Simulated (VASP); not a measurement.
# CdS (P3m1) in VASP: a series of runs, part 2 of 2

VASP 6.6.1. Earlier steps stand in the parts before.

## (4) Single point, PBEsol

This run uses another cell than the first one.

INCAR

```
  ALGO = Normal
  EDIFF = 1E-6
  ENCUT = 520
  GGA = PS
  ISIF = 2
  ISMEAR = -1
  LASPH = T
  LCHARG = F
  LREAL = F
  LWAVE = F
  NBANDS = 16
  NELM = 60
  PREC = Accurate
  SIGMA = 0.05
```

KPOINTS

```
k-points
0
Gamma
  7 7 5
```

POSCAR

```
CdS
1.0
    4.2611695877      0.0000000000      0.0000000000
   -2.1305847939      3.6902811128      0.0000000000
    0.0000000000      0.0000000000      5.8041729400
Cd S
1 1
Direct
    0.0000000000      0.0000000000      0.4426919200
    0.6666666667      0.3333333333      0.4343080800
```

Potentials or basis: VASP PAW PBE potentials, release 64 (Cd, S).

Run with:

```
cat potpaw_PBE.64/Cd/POTCAR potpaw_PBE.64/S/POTCAR > POTCAR
mpirun -np 1 vasp_std > vasp.out
```

OUTCAR:

```text
EDIFF = 1E-6
   ENCUT = 520
   GGA = PS
   ISIF = 2
   ISMEAR = -1
   LASPH = T
   LREAL = F
   NELM = 60
   PREC = Accurate

 ion  position               nearest neighbor table
   1  0.000  0.000  0.443-   2 2.46   2 2.46   2 2.46
   2  0.667  0.333  0.434-   1 2.46   1 2.46   1 2.46

  LATTYP: Found a hexagonal cell.
 ALAT       =     4.2611695877
 C/A-ratio  =     1.3621079426

  Lattice vectors:

 A1 = (   4.2611695877,   0.0000000000,   0.0000000000)
 A2 = (  -2.1305847939,   3.6902811128,   0.0000000000)
 A3 = (   0.0000000000,   0.0000000000,   5.8041729400)

Analysis of symmetry for initial positions (statically):
=====================================================================
 Subroutine PRICEL returns:
 Original cell was already a primitive cell.

 Routine SETGRP: Setting up the symmetry group for a
 hexagonal supercell.

 Subroutine GETGRP returns: Found  6 space group operations
 (whereof  6 operations were pure point group operations)
 out of a pool of 24 trial point group operations.

The static configuration has the point symmetry C_3v.

Analysis of symmetry for dynamics (positions and initial velocities):
=====================================================================
 Subroutine PRICEL returns:
 Original cell was already a primitive cell.

 Routine SETGRP: Setting up the symmetry group for a
 hexagonal supercell.

 Subroutine GETGRP returns: Found  6 space group operations
 (whereof  6 operations were pure point group operations)
 out of a pool of 24 trial point group operations.

The dynamic configuration has the point symmetry C_3v.

[... 102 lines left out ...]
   IBRION =     -1    ionic relax: 0-MD 1-quasi-New 2-CG
   NFREE  =      0    steps in history (QN), initial steepest desc. (CG)
   ISIF   =      2    stress and relaxation
   ISYM   =      2    0-nonsym 1-usesym 2-fastsym
   POTIM  = 0.5000    time-step for ionic-motion
   TEBEG  =    0.0;   TEEND  =   0.0 temperature during run
   PSTRESS=    0.0 pullay stress
   NELECT =      18.0000    total number of electrons
   NUPDOWN=      -1.0000    fix difference up-down
   EMIN   =  10.00;   EMAX   =-10.00  energy-range for DOS
   EFERMI =   0.00;   METHOD = LEGACY
   ISMEAR =    -1;   SIGMA  =   0.05  broadening in eV -4-tet -1-fermi 0-gaus
   EFERMI_NEDOS =   21; number of points for ismear=-14 and -15
   IALGO  =     38    algorithm
   IMIX   =      4    mixing-type and parameters
     AMIX     =   0.40;   BMIX     =  1.00
     AMIX_MAG =   1.60;   BMIX_MAG =  1.00
  volume/ion in A,a.u.               =      45.64       307.96
  Fermi-wavevector in a.u.,A,eV,Ry     =   0.952919  1.800756 12.354841  0.908055
  Thomas-Fermi vector in A             =   2.081527
   LORBIT       =      0    0 simple, 1 ext, 2 COOP (PROOUT), +10 PAW based schemes
   GGA     = PS    functional components
   LHFCALC =     F    Hartree Fock is set to
   AEXX    =    0.0000 exact exchange contribution
   IVDW    =     0    specifies the selected vdW correction
   LEPSILON=     F    determine dielectric tensor
   LRPA    =     F    only Hartree local field effects (RPA)
 non-spin polarized calculation
  energy-cutoff  :      520.00
  volume of cell :       91.27
 maximum number of plane-waves:      2478
   NGX = 15   NGY = 15   NGZ = 21

 number of electron      18.0000002 magnetization

 Free energy of the ion-electron system (eV)
  ---------------------------------------------------
  ext. energy  EPLUGINS =         0.00000000
  ---------------------------------------------------
  free energy    TOTEN  =        -6.17338974 eV

  energy without entropy =       -6.17338970  energy(sigma->0) =       -6.17338972

 E-fermi :  -1.4290     XC(G=0):  -6.1871

 val. band max:       -2.2009674213   @ k =   0.0000   0.0000   0.4000
 cond. band min:      -0.7812599997   @ k =   0.0000   0.0000   0.0000
 fundamental gap:      1.4197074216
 Fermi energy:        -1.4290447342

 k-point     1 :       0.0000    0.0000    0.0000
  band No.  band energies     occupation
      1     -13.8022      2.00000
      2      -9.8408      2.00000
      3      -9.8408      2.00000
      4      -9.3177      2.00000
      5      -9.3177      2.00000
      6      -9.1051      2.00000
[... 433 lines left out ...]
      3      -9.6651      2.00000
      4      -9.3871      2.00000
      5      -9.3280      2.00000
      6      -9.0227      2.00000
[... 8 lines left out ...]
     15       7.7973      0.00000
     16       8.2603      0.00000

 [... further k-points ...]
[... 5 lines left out ...]
  --------------------------------------------------------------------------------------
  -------------------------------------------------------------------------------------
  Total       -1.1048562     -1.1048562     -0.0054449      0.0000000      0.0000000      0.0000000
  in kB      -19.3949077    -19.3949077     -0.0955815      0.0000000      0.0000000      0.0000000
  external PRESSURE =     -12.9617990 kB  Pullay stress =       0.0000000 kB

 VOLUME and BASIS-vectors are now :
 -----------------------------------------------------------------------------
  energy-cutoff  :      520.00
  volume of cell :       91.27
      direct lattice vectors                 reciprocal lattice vectors
     4.261169588  0.000000000  0.000000000     0.234677353  0.135491033  0.000000000
    -2.130584794  3.690281113  0.000000000     0.000000000  0.270982066  0.000000000
     0.000000000  0.000000000  5.804172940     0.000000000  0.000000000  0.172289835

 POSITION                                       TOTAL-FORCE (eV/Angst)
 -----------------------------------------------------------------------------------
      0.00000      0.00000      2.56946         0.000000     -0.000000     -0.014275
      2.13058      1.23009      2.52080        -0.000000      0.000000      0.014275
 -----------------------------------------------------------------------------------
    total drift:                                0.000001     -0.000000      0.000035

  FREE ENERGIE OF THE ION-ELECTRON SYSTEM (eV)
  ---------------------------------------------------
  free  energy   TOTEN  =        -6.1733897401 eV

  energy  without entropy=       -6.1733896992  energy(sigma->0) =       -6.17338972
```

Run time: 53 s. Hardware: 1 thread of Intel Xeon Platinum 8259CL at 2.50GHz (Skylake/Cascade Lake), shared host; peak memory 0.23 GiB.

Results:

```
Free energy            : -6.1734 eV
Pressure               : -1.3 GPa
Largest force          : 0.014 eV/Å
Band gap on the k mesh : 1.42 eV
```

Forces on the atoms (eV/Å):
```
Cd   0.000  0.000 -0.014
S    0.000  0.000  0.014
```

Caveat: the PAW data sets were made with another functional, which shifts forces and pressure a little; an odd mesh through Γ misses points on the zone boundary, where band edges can lie.

## (5) Single point, RPBE

This run uses another cell than the first one.

INCAR

```
ALGO = Normal ; EDIFF = 1E-7
ENCUT = 520 ; GGA = RP
ISIF = 2 ; ISMEAR = -1
LASPH = T ; LCHARG = F
LREAL = F ; LWAVE = F
NBANDS = 16 ; NELM = 80
PREC = Accurate ; SIGMA = 0.05
```

KPOINTS is that of step 4.

POSCAR is that of step 4.

Potentials or basis: VASP PAW PBE potentials, release 64 (Cd, S).

Run with:

```
cat potpaw_PBE.64/Cd/POTCAR potpaw_PBE.64/S/POTCAR > POTCAR
mpirun -np 1 vasp_std > vasp.out
```

OUTCAR:

```text
EDIFF = 1E-7
   ENCUT = 520
   GGA = RP
   ISIF = 2
   ISMEAR = -1
   LASPH = T
   LREAL = F
   NELM = 80
   PREC = Accurate

 ion  position               nearest neighbor table
   1  0.000  0.000  0.443-   2 2.46   2 2.46   2 2.46
   2  0.667  0.333  0.434-   1 2.46   1 2.46   1 2.46

  LATTYP: Found a hexagonal cell.
 ALAT       =     4.2611695877
 C/A-ratio  =     1.3621079426

  Lattice vectors:

 A1 = (   4.2611695877,   0.0000000000,   0.0000000000)
 A2 = (  -2.1305847939,   3.6902811128,   0.0000000000)
 A3 = (   0.0000000000,   0.0000000000,   5.8041729400)

Analysis of symmetry for initial positions (statically):
=====================================================================
 Subroutine PRICEL returns:
 Original cell was already a primitive cell.

 Routine SETGRP: Setting up the symmetry group for a
 hexagonal supercell.

 Subroutine GETGRP returns: Found  6 space group operations
[... 160 lines left out ...]
  free energy    TOTEN  =        -5.16808478 eV

  energy without entropy =       -5.16808477  energy(sigma->0) =       -5.16808478

 E-fermi :  -1.1354     XC(G=0):  -5.9855

 val. band max:       -1.9856410839   @ k =   0.0000   0.0000   0.4000
 cond. band min:      -0.4019325376   @ k =   0.0000   0.0000   0.0000
 fundamental gap:      1.5837085463
 Fermi energy:        -1.1353657334

 k-point     1 :       0.0000    0.0000    0.0000
  band No.  band energies     occupation
      1     -13.5889      2.00000
      2      -9.6300      2.00000
      3      -9.6300      2.00000
      4      -9.1392      2.00000
      5      -9.1392      2.00000
      6      -8.9351      2.00000
[... 433 lines left out ...]
      3      -9.4573      2.00000
      4      -9.2064      2.00000
      5      -9.1492      2.00000
      6      -8.8391      2.00000
[... 8 lines left out ...]
     15       8.0229      0.00000
     16       8.4600      0.00000

 [... further k-points ...]

------------------------ aborting loop because EDIFF is reached ----------------------------------------

  FORCE on cell =-STRESS in cart. coord.  units (eV):
  Direction    XX          YY          ZZ          XY          YZ          ZX
  --------------------------------------------------------------------------------------
  -------------------------------------------------------------------------------------
  Total        0.7340098      0.7340098      0.0183595     -0.0000000      0.0000000     -0.0000000
  in kB       12.8849819     12.8849819      0.3222870     -0.0000000      0.0000000     -0.0000000
  external PRESSURE =       8.6974169 kB  Pullay stress =       0.0000000 kB

 VOLUME and BASIS-vectors are now :
 -----------------------------------------------------------------------------
  energy-cutoff  :      520.00
  volume of cell :       91.27
      direct lattice vectors                 reciprocal lattice vectors
     4.261169588  0.000000000  0.000000000     0.234677353  0.135491033  0.000000000
    -2.130584794  3.690281113  0.000000000     0.000000000  0.270982066  0.000000000
     0.000000000  0.000000000  5.804172940     0.000000000  0.000000000  0.172289835

 POSITION                                       TOTAL-FORCE (eV/Angst)
 -----------------------------------------------------------------------------------
      0.00000      0.00000      2.56946        -0.000000      0.000000      0.005407
      2.13058      1.23009      2.52080         0.000000      0.000000     -0.005407
 -----------------------------------------------------------------------------------
    total drift:                                0.000001     -0.000000      0.000029

  FREE ENERGIE OF THE ION-ELECTRON SYSTEM (eV)
  ---------------------------------------------------
  free  energy   TOTEN  =        -5.1680847824 eV

  energy  without entropy=       -5.1680847749  energy(sigma->0) =       -5.16808478
```

OSZICAR:

```text
N       E                     dE             d eps       ncg     rms          rms(c)
DAV:   1     0.107447095559E+03    0.10745E+03   -0.79104E+03  1024   0.935E+02
DAV:   2    -0.429527377931E+00   -0.10788E+03   -0.10212E+03  1272   0.233E+02
DAV:   3    -0.590914103587E+01   -0.54796E+01   -0.54603E+01  1320   0.538E+01
DAV:   4    -0.595970089442E+01   -0.50560E-01   -0.50556E-01  1328   0.504E+00
DAV:   5    -0.596078971584E+01   -0.10888E-02   -0.10888E-02  1360   0.691E-01    0.803E+00
DAV:   6    -0.520134600027E+01    0.75944E+00   -0.12119E+00  1488   0.121E+01    0.638E+00
DAV:   7    -0.516622769518E+01    0.35118E-01   -0.33655E-01  1280   0.371E+00    0.305E+00
DAV:   8    -0.516797735260E+01   -0.17497E-02   -0.32923E-02  1128   0.219E+00    0.372E-01
DAV:   9    -0.516775825925E+01    0.21909E-03   -0.43636E-03  1344   0.821E-01    0.130E-01
DAV:  10    -0.516799965667E+01   -0.24140E-03   -0.54432E-04  1080   0.191E-01    0.114E-01
DAV:  11    -0.516809792916E+01   -0.98272E-04   -0.86161E-04  1120   0.186E-01    0.513E-02
DAV:  12    -0.516808471224E+01    0.13217E-04   -0.41436E-05  1240   0.662E-02    0.155E-02
DAV:  13    -0.516808499465E+01   -0.28241E-06   -0.45357E-06  1352   0.135E-02    0.111E-02
DAV:  14    -0.516808477629E+01    0.21835E-06   -0.39130E-07  1208   0.619E-03    0.384E-03
DAV:  15    -0.516808478242E+01   -0.61257E-08   -0.28312E-08  1088   0.143E-03
   1 F= -.51680848E+01 E0= -.51680848E+01  d E =-.755369E-08
```

stdout:

```text
POSCAR found type information on POSCAR CdS
 POSCAR found :  2 types and       2 ions
 scaLAPACK will be used
 -----------------------------------------------------------------------------
|                                                                             |
|                                                                             |
|     You enforced a specific xc type in the INCAR file but a different       |
|     I HOPE YOU KNOW WHAT YOU ARE DOING!                                     |
|                                                                             |
 -----------------------------------------------------------------------------

 LDA part: xc-table for (Slater+PW92), standard interpolation
 POSCAR, INCAR and KPOINTS ok, starting setup
 FFT: planning ... GRIDC
 FFT: planning ... GRID_SOFT
 FFT: planning ... GRID
 WAVECAR not read
 entering main loop
```

Run time: 52 s. Hardware: 1 thread of Intel Xeon Platinum 8259CL at 2.50GHz (Skylake/Cascade Lake), shared host; peak memory 0.23 GiB.

What came out:

```
Free energy            : -5.1681 eV
Pressure               : 0.9 GPa
Largest force          : 0.005 eV/Å
Band gap on the k mesh : 1.58 eV
```

Forces on the atoms (eV/Å):
```
Cd   0.000  0.000  0.005
S    0.000  0.000 -0.005
```

Levels at points of the mesh, in eV from the valence-band top:
```tsv
k point	band 7	band 8	band 9	band 10	band 11	band 12
(0.00, 0.00, 0.00)	-1.04	0.00	0.00	1.58	5.54	6.99
```

Caveat: the PAW data sets were made with another functional, which shifts forces and pressure a little; an odd mesh through Γ misses points on the zone boundary, where band edges can lie.

## (6) Single point, revPBE

This run uses another cell than the first one.

INCAR

```
SYSTEM = CdS
ALGO = Normal
EDIFF = 1E-7
ENCUT = 520
GGA = RE
ISIF = 2
ISMEAR = -1
LASPH = .True.
LCHARG = .False.
LREAL = .False.
LWAVE = .False.
NBANDS = 16
NELM = 80
PREC = Accurate
SIGMA = 0.05
```

KPOINTS

```
k-points
0
Gamma
  7 7 5
  0 0 0
```

POSCAR is that of step 5.

Potentials or basis: VASP PAW PBE potentials, release 64 (Cd, S).

Run with:

```
cat potpaw_PBE.64/Cd/POTCAR potpaw_PBE.64/S/POTCAR > POTCAR
mpirun -np 1 vasp_std > vasp.out
```

It took 56 s on 1 thread of Intel Xeon Platinum 8259CL at 2.50GHz (Skylake/Cascade Lake), shared host; peak memory 0.22 GiB.

The run converged. Its results:

| Item | Value |
| --- | --- |
| Free energy | -5.2130 eV |
| Pressure | 0.7 GPa |
| Largest force | 0.003 eV/Å |
| Band gap on the k mesh | 1.58 eV |

Forces in eV/Å, atoms in the order of the input:
```
Cd   0.000  0.000  0.003
S    0.000  0.000 -0.003
```

Stress tensor (GPa, compression positive):
```
0.94 0.00 0.00
0.00 0.94 0.00
0.00 0.00 0.08
```

Levels at points of the mesh, in eV from the valence-band top:
```tsv
k point	band 6	band 7	band 8	band 9	band 10	band 11	band 12	band 13
(0.00, 0.00, 0.00)	-6.95	-1.04	0.00	0.00	1.58	5.71	6.98	6.98
```

Caveat: the PAW data sets were made with another functional, which shifts forces and pressure a little; an odd mesh through Γ misses points on the zone boundary, where band edges can lie.

## (7) The runs side by side

| level | cell | smearing | gap on the mesh (eV) | pressure (GPa) | largest force (eV/Å) |
| --- | --- | --- | --- | --- | --- |
| PBEsol | a = 4.186, b = 4.186, c = 5.807 Å, angles 90.0, 90.0, 120.0°, 2 atoms | fermi-dirac 0.05 eV | 1.53 | 0.3 | - |
| PBE | a = 4.261, b = 4.261, c = 5.804 Å, angles 90.0, 90.0, 120.0°, 2 atoms | gaussian 0.011 eV | 1.47 | -0.1 | - |
| PBEsol | a = 4.261, b = 4.261, c = 5.804 Å, angles 90.0, 90.0, 120.0°, 2 atoms | fermi-dirac 0.05 eV | 1.42 | -1.3 | 0.01 |
| RPBE | a = 4.261, b = 4.261, c = 5.804 Å, angles 90.0, 90.0, 120.0°, 2 atoms | fermi-dirac 0.05 eV | 1.58 | 0.9 | 0.01 |
| revPBE | a = 4.261, b = 4.261, c = 5.804 Å, angles 90.0, 90.0, 120.0°, 2 atoms | fermi-dirac 0.05 eV | 1.58 | 0.7 | - |

Alike in all rows: task single point; potentials or basis VASP PAW PBE potentials, release 64 (Cd, S); no spin polarisation; k mesh 7 × 7 × 5; cutoff (eV) 520.

Caveats: an odd mesh through Γ misses points on the zone boundary, where band edges can lie; the PAW data sets were made with another functional, which shifts forces and pressure a little (at least some runs).

Total energies depend on the potentials used, so only differences within one code and one set of settings carry meaning.
